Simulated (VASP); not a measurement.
Write the native input for VASP 6.6.1 that does the following.

```
Task                   : single point
Functional             : r2SCAN
Dispersion             : D4
Potentials or basis    : VASP PAW PBE potentials, release 64 (Br)
Cutoff                 : 520 eV
k mesh                 : 5 × 5 × 5
Occupations            : fermi-dirac, width 0.025 eV
Spin                   : no spin polarisation
Dipole correction      : no
Further INCAR settings : ALGO = Normal; EDIFF = 1e-06; NBANDS = 18
```

The system is Br.

```xyz
3
Lattice="4.5976 0.0000 0.0000 0.0000 4.5976 0.0000 0.0000 0.0000 4.5976" Properties=species:S:1:pos:R:3 pbc="T T T"
Br    2.2988    0.0000    0.0000
Br    0.0000    2.2988    0.0000
Br    0.0000    0.0000    2.2988
```

One way to write it, as run:

POSCAR

```
Br
1.0
    4.5976403800      0.0000000000      0.0000000000
    0.0000000000      4.5976403800      0.0000000000
    0.0000000000      0.0000000000      4.5976403800
Br
3
Direct
    0.5000000000      0.0000000000      0.0000000000
    0.0000000000      0.5000000000      0.0000000000
    0.0000000000      0.0000000000      0.5000000000
```

INCAR.step1

```
SYSTEM = Br
ALGO     = Normal         ! electronic algorithm
EDIFF    = 1E-4           ! SCF threshold, eV
ENCUT    = 520            ! plane-wave cutoff, eV
GGA      = PE             ! functional
ISMEAR   = -1             ! smearing method
LASPH    = .TRUE.         ! aspherical terms in the spheres
LCHARG   = .FALSE.        ! write CHGCAR
LREAL    = .FALSE.        ! projectors in reciprocal space
LWAVE    = .TRUE.         ! write WAVECAR
NBANDS   = 18             ! bands
NELM     = 60             ! most SCF steps
PREC     = Accurate       ! precision mode
SIGMA    = 0.025          ! smearing width, eV
```

INCAR.step2

```
SYSTEM = Br
ALGO     = Normal         ! electronic algorithm
EDIFF    = 1E-6           ! SCF threshold, eV
ENCUT    = 520            ! plane-wave cutoff, eV
ISIF     = 2              ! what is computed and relaxed
ISMEAR   = -1             ! smearing method
ISTART   = 1            
IVDW     = 13             ! dispersion correction
LASPH    = .TRUE.         ! aspherical terms in the spheres
LCHARG   = .FALSE.        ! write CHGCAR
LMIXTAU  = .TRUE.       
LREAL    = .FALSE.        ! projectors in reciprocal space
LWAVE    = .FALSE.        ! write WAVECAR
METAGGA  = R2SCAN         ! meta-GGA
NBANDS   = 18             ! bands
NELM     = 60             ! most SCF steps
PREC     = Accurate       ! precision mode
SIGMA    = 0.025          ! smearing width, eV
VDW_A1   = 0.51559235   
VDW_A2   = 5.77342911   
VDW_S6   = 1.0          
VDW_S8   = 0.6018749
```

KPOINTS

```
k-points
0
G
  5 5 5
  0 0 0
```

Potentials or basis: VASP PAW PBE potentials, release 64 (Br).

Launch:

```console
$ cat potpaw_PBE.64/Br/POTCAR > POTCAR
$ cp INCAR.step1 INCAR
$ mpirun -np 1 vasp_std > vasp.out
$ cp INCAR.step2 INCAR
$ mpirun -np 1 vasp_std > vasp.out
```

Results of the run:

```yaml
Pressure: -1.6 GPa
Dispersion_energy_per_atom: -0.091 eV
```

Caveat: the PAW data sets were made with another functional, which shifts forces and pressure a little; an odd number of electrons without spin polarisation forces a metal; a magnetic or distorted state may lie lower; pairwise dispersion overbinds metals, which lowers pressure and volume.

Run time: 42 s on 1 thread of Intel(R) Xeon(R) Platinum 8488C (Sapphire Rapids) (shared host), peak memory 0.2 GiB.
